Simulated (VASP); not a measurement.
# GaN (P6_3mc) in VASP: a series of runs, part 2 of 3

VASP 6.6.1. The steps go on from the part before.

## Step 3: Single point, r2SCAN (11.60 Å³/atom)

This run uses another cell than the first one, of 11.60 Å³/atom.

The input, POSCAR:

```
GaN
1.0
    3.2039092750      0.0000000001      0.0000000000
   -1.6019546376      2.7746668235      0.0000000000
    0.0000000000      0.0000000000      5.2187816418
Ga N
2 2
Direct
    0.3333333333      0.6666666667     -0.0008277438
    0.6666666667      0.3333333333      0.4991722562
    0.3333333333      0.6666666667      0.3758277438
    0.6666666667      0.3333333333      0.8758277438
```

The input, INCAR.step1:

```
PREC = Accurate
ENCUT = 910
ISMEAR = 0
SIGMA = 0.05
LREAL = False
LASPH = True
NELM = 120
NBANDS = 26
GGA = PE
ALGO = Normal
EDIFF = 1E-5
LWAVE = True
LCHARG = False
GGA_COMPAT = False
```

The input, INCAR.step2:

```
PREC = Accurate
ENCUT = 910
EDIFF = 1E-6
ISMEAR = 0
SIGMA = 0.05
LREAL = False
LASPH = True
NELM = 120
ALGO = Normal
ISIF = 2
LWAVE = False
LCHARG = True
METAGGA = R2SCAN
LMIXTAU = True
LELF = True
LVHAR = True
NBANDS = 26
ISTART = 1
GGA_COMPAT = False
```

The input, KPOINTS:

```
regular mesh
0
Gamma
  8 8 6
```

Potentials or basis: VASP PAW PBE potentials, release 64 (Ga_d, N_h).

The run is started by

```sh
$ cat potpaw_PBE.64/Ga_d/POTCAR potpaw_PBE.64/N_h/POTCAR > POTCAR
$ cp INCAR.step1 INCAR
$ mpirun -np 1 vasp_std > vasp.out
$ cp INCAR.step2 INCAR
$ mpirun -np 1 vasp_std > vasp.out
```

OUTCAR:

```text
PREC = Accurate
   ENCUT = 910
   EDIFF = 1E-6
   ISMEAR = 0
   LREAL = False
   LASPH = True
   NELM = 120
   ISIF = 2
   METAGGA = R2SCAN
   ISTART = 1

 ion  position               nearest neighbor table
   1  0.333  0.667  0.999-   4 1.96   4 1.96   4 1.96   3 1.97
   2  0.667  0.333  0.499-   3 1.96   3 1.96   3 1.96   4 1.97
   3  0.333  0.667  0.376-   2 1.96   2 1.96   2 1.96   1 1.97
   4  0.667  0.333  0.876-   1 1.96   1 1.96   1 1.96   2 1.97

  LATTYP: Found a hexagonal cell.
 ALAT       =     3.2039092750
 C/A-ratio  =     1.6288793452

  Lattice vectors:

 A1 = (   3.2039092750,   0.0000000001,   0.0000000000)
 A2 = (  -1.6019546376,   2.7746668235,   0.0000000000)
 A3 = (   0.0000000000,   0.0000000000,   5.2187816418)

Analysis of symmetry for initial positions (statically):
=====================================================================
 Subroutine PRICEL returns:
 Original cell was already a primitive cell.

 Routine SETGRP: Setting up the symmetry group for a
 hexagonal supercell.

 Subroutine GETGRP returns: Found 12 space group operations
 (whereof  6 operations were pure point group operations)
 out of a pool of 24 trial point group operations.

The static configuration has the point symmetry C_3v.
 The point group associated with its full space group is C_6v.

Analysis of symmetry for dynamics (positions and initial velocities):
=====================================================================
 Subroutine PRICEL returns:
 Original cell was already a primitive cell.

 Routine SETGRP: Setting up the symmetry group for a
 hexagonal supercell.

 Subroutine GETGRP returns: Found 12 space group operations
 (whereof  6 operations were pure point group operations)
 out of a pool of 24 trial point group operations.

The dynamic configuration has the point symmetry C_3v.
 The point group associated with its full space group is C_6v.

 Subroutine INISYM returns: Found 12 space group operations
 (whereof  6 operations are pure point group operations),
 and found     1 'primitive' translations

----------------------------------------------------------------------------------------

                                     Primitive cell

  volume of cell :      46.3938

  direct lattice vectors                    reciprocal lattice vectors
     3.203909275  0.000000000  0.000000000     0.312118701  0.180201816  0.000000000
    -1.601954638  2.774666824  0.000000000    -0.000000000  0.360403632  0.000000000
     0.000000000  0.000000000  5.218781642     0.000000000  0.000000000  0.191615605

  length of vectors
     3.203909275  3.203909275  5.218781642     0.360403632  0.360403632  0.191615605

  position of ions in fractional coordinates (direct lattice)
     0.333333333  0.666666667  0.999172256
     0.666666667  0.333333333  0.499172256
     0.333333333  0.666666667  0.375827744
     0.666666667  0.333333333  0.875827744

  ion indices of the primitive-cell ions
   primitive index   ion index
                 1           1
                 2           2
                 3           3
                 4           4

----------------------------------------------------------------------------------------

[... 21 lines left out ...]

 Found     40 irreducible k-points:

 Following reciprocal coordinates:
            Coordinates               Weight
  0.000000  0.000000  0.000000      1.000000
  0.125000  0.000000  0.000000      6.000000
  0.250000  0.000000  0.000000      6.000000
  0.375000 -0.000000  0.000000      6.000000
  0.500000  0.000000  0.000000      3.000000
  0.125000  0.125000  0.000000      6.000000
[... 16 lines left out ...]
  0.250000  0.000000  0.333333     12.000000
  0.375000 -0.000000  0.333333     12.000000
 [... further k-points ...]
   k-points           NKPTS =     40   k-points in BZ     NKDIM =     40   number of bands    NBANDS=     26
   number of dos      NEDOS =    301   number of ions     NIONS =      4
   total plane-waves  NPLWV =  55296
   dimension x,y,z NGX =    32 NGY =   32 NGZ =   54
   dimension x,y,z NGXF=    64 NGYF=   64 NGZF=  108
   ions per type =               2   2
   NGX,Y,Z   is equivalent  to a cutoff of  16.60, 16.60, 17.20 a.u.
   NGXF,Y,Z  is equivalent  to a cutoff of  33.21, 33.21, 34.40 a.u.
 SYSTEM =  unknown system
   PREC   = accura    normal or accurate (medium, high low for compatibility)
   ISTART =      1    job   : 0-new  1-cont  2-samecut
   ICHARG =      0    charge: 1-file 2-atom 10-const
   ISPIN  =      1    spin polarized calculation?
   LNONCOLLINEAR =      F non collinear calculations
   LSORBIT =      F    spin-orbit coupling
   LASPH  =      T    aspherical Exc in radial PAW
   ENCUT  =  910.0 eV  66.88 Ry    8.18 a.u.   7.88  7.88 12.84*2*pi/ulx,y,z
   NELM   =    120;   NELMIN=  2; NELMDL=  0     # of ELM steps
   EDIFF  = 0.1E-05   stopping-criterion for ELM
   LREAL  =      F    real-space projection
   EDIFFG = 0.1E-04   stopping-criterion for IOM
   NSW    =      0    number of steps for IOM
   IBRION =     -1    ionic relax: 0-MD 1-quasi-New 2-CG
   NFREE  =      0    steps in history (QN), initial steepest desc. (CG)
   ISIF   =      2    stress and relaxation
   ISYM   =      2    0-nonsym 1-usesym 2-fastsym
   POTIM  = 0.5000    time-step for ionic-motion
   TEBEG  =    0.0;   TEEND  =   0.0 temperature during run
   PSTRESS=    0.0 pullay stress
   NELECT =      36.0000    total number of electrons
   NUPDOWN=      -1.0000    fix difference up-down
   EMIN   =  10.00;   EMAX   =-10.00  energy-range for DOS
   EFERMI =   0.00;   METHOD = LEGACY
   ISMEAR =     0;   SIGMA  =   0.05  broadening in eV -4-tet -1-fermi 0-gaus
   EFERMI_NEDOS =   21; number of points for ismear=-14 and -15
   IALGO  =     38    algorithm
   IMIX   =      4    mixing-type and parameters
     AMIX     =   0.40;   BMIX     =  1.00
     AMIX_MAG =   1.60;   BMIX_MAG =  1.00
  volume/ion in A,a.u.               =      11.60        78.27
  Fermi-wavevector in a.u.,A,eV,Ry     =   1.504373  2.842853 30.791874  2.263139
  Thomas-Fermi vector in A             =   2.615361
   LORBIT       =      0    0 simple, 1 ext, 2 COOP (PROOUT), +10 PAW based schemes
   METAGGA = R2SCAN    functional components
   LHFCALC =     F    Hartree Fock is set to
   AEXX    =    0.0000 exact exchange contribution
   IVDW    =     0    specifies the selected vdW correction
   LEPSILON=     F    determine dielectric tensor
   LRPA    =     F    only Hartree local field effects (RPA)
 non-spin polarized calculation
 Gauss-broadening in eV      SIGMA  =   0.05
  energy-cutoff  :      910.00
  volume of cell :       46.39
 maximum number of plane-waves:      2912
 NGX is ok and might be reduce to    32
   NGX = 15   NGY = 15   NGZ = 25

 number of electron      36.0000007 magnetization

 Free energy of the ion-electron system (eV)
  ---------------------------------------------------
  ext. energy  EPLUGINS =         0.00000000
  ---------------------------------------------------
  free energy    TOTEN  =       -43.81473971 eV

  energy without entropy =      -43.81473971  energy(sigma->0) =      -43.81473971

 E-fermi :   5.3864     XC(G=0): -12.5401

 val. band max:        5.1813778251   @ k =   0.0000   0.0000   0.0000
 cond. band min:       7.3837110317   @ k =   0.0000   0.0000   0.0000
 fundamental gap:      2.2023332066
 Fermi energy:         5.3864030143

 k-point     1 :       0.0000    0.0000    0.0000
  band No.  band energies     occupation
      1     -11.4652      2.00000
      2     -10.5194      2.00000
      3      -8.6370      2.00000
      4      -8.6216      2.00000
      5      -8.6216      2.00000
      6      -8.5572      2.00000
[... 685 lines left out ...]
     25      17.1316      0.00000
     26      18.7538      0.00000

 [... further k-points ...]

------------------------ aborting loop because EDIFF is reached ----------------------------------------

  FORCE on cell =-STRESS in cart. coord.  units (eV):
  Direction    XX          YY          ZZ          XY          YZ          ZX
  --------------------------------------------------------------------------------------
  -------------------------------------------------------------------------------------
  Total       -0.8158384     -0.8158384     -0.8205071      0.0000000      0.0000000      0.0000000
  in kB      -28.1743931    -28.1743931    -28.3356217      0.0000000      0.0000000      0.0000000
  external PRESSURE =     -28.2281360 kB  Pullay stress =       0.0000000 kB

 VOLUME and BASIS-vectors are now :
 -----------------------------------------------------------------------------
  energy-cutoff  :      910.00
  volume of cell :       46.39
      direct lattice vectors                 reciprocal lattice vectors
     3.203909275  0.000000000  0.000000000     0.312118701  0.180201816  0.000000000
    -1.601954638  2.774666824  0.000000000    -0.000000000  0.360403632  0.000000000
     0.000000000  0.000000000  5.218781642     0.000000000  0.000000000  0.191615605

 POSITION                                       TOTAL-FORCE (eV/Angst)
 -----------------------------------------------------------------------------------
     -0.00000      1.84978      5.21446        -0.000000      0.000000     -0.007829
      1.60195      0.92489      2.60507         0.000000     -0.000000     -0.007829
     -0.00000      1.84978      1.96136         0.000000     -0.000000      0.007829
      1.60195      0.92489      4.57075        -0.000000      0.000000      0.007829
 -----------------------------------------------------------------------------------
    total drift:                               -0.000000      0.000000     -0.004673

  FREE ENERGIE OF THE ION-ELECTRON SYSTEM (eV)
  ---------------------------------------------------
  free  energy   TOTEN  =       -43.8147397104 eV

  energy  without entropy=      -43.8147397104  energy(sigma->0) =      -43.81473971
```

Wall time 3.8 min (1 thread of Intel Xeon Platinum 8375C at 2.90GHz (Ice Lake), shared host); peak memory 0.28 GiB.

Results:

```
Free energy            : -43.8147 eV
Pressure               : -2.8 GPa
Largest force          : 0.008 eV/Å
Band gap on the k mesh : 2.20 eV
```

Forces in eV/Å, atoms in the order of the input:
```
Ga   0.000  0.000 -0.008
Ga   0.000  0.000 -0.008
N    0.000  0.000  0.008
N    0.000  0.000  0.008
```

Levels at points of the mesh, in eV from the valence-band top:
```
           k point  band 15  band 16  band 17  band 18  band 19  band 20  band 21  band 22
(0.00, 0.00, 0.00)    -1.04    -0.04     0.00     0.00     2.20     4.68     9.83    10.47
(0.50, 0.00, 0.00)    -4.21    -2.76    -2.18    -1.01     5.52     6.00     6.49     9.18
(0.00, 0.00, 0.50)    -0.53    -0.53    -0.53    -0.53     4.63     4.63     9.06     9.06
(0.50, 0.00, 0.50)    -1.96    -1.96    -1.91    -1.91     4.82     4.82     8.29     8.29
```

Caveat: the cutoff is under 1.25 times the usual one of these potentials, so pressure, stress and relaxed cells hold a basis-set (Pulay) error; the PAW data sets were made with another functional, which shifts forces and pressure a little. r2SCAN opens gaps a little over a GGA but as a rule still falls short of measured ones.

(Continued in part 3 of 3.)
